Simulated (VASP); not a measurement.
Crystal: Co.

```
CELL_PARAMETERS angstrom
2.50710 0.00000 0.00000
-1.25355 2.17121 0.00000
0.00000 0.00000 4.06860
ATOMIC_POSITIONS crystal
Co 0.33333 0.66667 0.25000
Co 0.66667 0.33333 0.75000
```

* Program: VASP 6.6.1
* Task: relaxation of cell and atoms
* Functional: PBE
* Potentials or basis: VASP PAW PBE potentials, release 64 (Co)
* Cutoff: 600 eV
* k mesh: 14 × 14 × 8
* Occupations: fermi-dirac, width 0.1 eV
* Spin: no spin polarisation

At the start: pressure -14.6 GPa; volume 11.07 Å³/atom.

Q: How do energy, volume and symmetry change on relaxing?

A: Over 6 steps the energy falls by 36.7 meV/atom and the volume is 10.32 Å³/atom (-6.8 %); space group P6_3/mmc (No. 194, to 0.05 Å).

The path:
| step | energy change (eV) | largest force (eV/Å) | pressure (GPa) | volume (Å³) |
| --- | --- | --- | --- | --- |
| 1 | 0.0000 | 0.0000 | -14.55 | 22.15 |
| 2 | 0.0352 | 0.0000 | 23.93 | 19.08 |
| 3 | -0.0732 | 0.0000 | -0.23 | 20.67 |
| 4 | -0.0732 | 0.0000 | 0.17 | 20.64 |
| 5 | -0.0735 | 0.0000 | 0.11 | 20.65 |
| 6 | -0.0735 | 0.0000 | 0.08 | 20.65 |

Final structure:
```yaml
crystal:
  lattice:
    - [2.45526, 0.00000, 0.00000]
    - [-1.22763, 2.12632, 0.00000]
    - [0.00000, 0.00000, 3.95489]
  atoms:
    - { symbol: Co, position: [0.33333, 0.66667, 0.25000] }
    - { symbol: Co, position: [0.66667, 0.33333, 0.75000] }
```

Caveat: the run has no spin polarisation, though such a crystal can be magnetic.
